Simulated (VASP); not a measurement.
A run of VASP 6.6.1 is set up as follows.

INCAR

```
SYSTEM = ZnO
PREC     = Accurate       ! precision mode
ENCUT    = 600            ! plane-wave cutoff, eV
EDIFF    = 1E-7           ! SCF threshold, eV
ISMEAR   = -1             ! smearing method
SIGMA    = 0.03           ! smearing width, eV
LREAL    = .FALSE.        ! projectors in reciprocal space
LASPH    = .TRUE.         ! aspherical terms in the spheres
NELM     = 60             ! most SCF steps
ALGO     = Normal         ! electronic algorithm
ISIF     = 3              ! what is computed and relaxed
LWAVE    = .FALSE.        ! write WAVECAR
LCHARG   = .FALSE.        ! write CHGCAR
GGA      = PS             ! functional
IBRION   = 2              ! ionic algorithm
NSW      = 100            ! ionic steps
EDIFFG   = -0.01          ! ionic threshold
```

File KPOINTS:

```
Automatic mesh
0
G
  9 9 6
  0 0 0
```

The input POSCAR:

```
ZnO
1.0
    2.5933044300      0.0000000000      0.0000000000
   -1.2966522150      2.2458675161      0.0000000000
    0.0000000000      0.0000000000      4.2270862209
Zn O
2 2
Direct
    0.0000000000      0.0000000000      0.0000000000
    0.0000000000      0.0000000000      0.5000000000
    0.3333333333      0.6666666667      0.2500000000
    0.6666666667      0.3333333333      0.7500000000
```

Potentials or basis: VASP PAW PBE potentials, release 64 (Zn, O).

The run is started by

```sh
$ cat potpaw_PBE.64/Zn/POTCAR potpaw_PBE.64/O/POTCAR > POTCAR
$ mpirun -np 1 vasp_std > vasp.out
```

(1) What does it give for the relaxed volume?

(2) What does it give for the band gap on the k mesh?

(3) Estimate the relaxed cell.

Answers

(1) 9.78 Å³/atom.

(2) 0.69 eV.

(3) a = 2.976 Å, b = 2.976 Å, c = 5.098 Å, α = 90.00°, β = 90.00°, γ = 120.00°.

Caveat: the volume moved by over 15 % at a fixed basis, so the end points are rough; the PAW data sets were made with another functional, which shifts forces and pressure a little.
